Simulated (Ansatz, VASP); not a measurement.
**Cu2Au in VASP and in Ansatz**

```
Cu Au
1.0
     0.00000    2.95887    2.95887
     2.95887    0.00000    2.95887
     2.95887    2.95887    0.00000
Cu Au
2 1
Cartesian
  1.4794 1.4794 1.4794
  4.4383 4.4383 4.4383
  0.0000 0.0000 0.0000
```

Alike in both runs: functional PBE; k mesh 14 × 14 × 14; occupations gaussian, width 0.1 eV; no spin polarisation.

Ansatz relaxed the structure, and its values are those at the end. VASP's run is a single point on that final structure, the one shown.

```csv
,VASP,Ansatz
version,VASP 6.6.1,Ansatz 0.2.0
potentials or method,"VASP PAW PBE potentials, release 64 (Cu, Au), cutoff 520 eV","scalar-relativistic, plane waves, PAW"
valence electrons in the cell,33,57
```

|  | VASP | Ansatz | Ansatz less VASP |
| --- | --- | --- | --- |
| gap on the k mesh at the Fermi level (eV) | none | none | - |
| pressure (GPa) | -0.1 | 0.0 | +0.12 |

A gap of «none» marks a metal or a gap that the smearing closes. With one functional, cell and mesh, what is left measures potentials, basis and numerics. VASP's potentials hold 33 valence electrons a cell and Ansatz's 57, so a difference there can come from the potentials and not from the codes.

Spin-orbit coupling is off throughout.
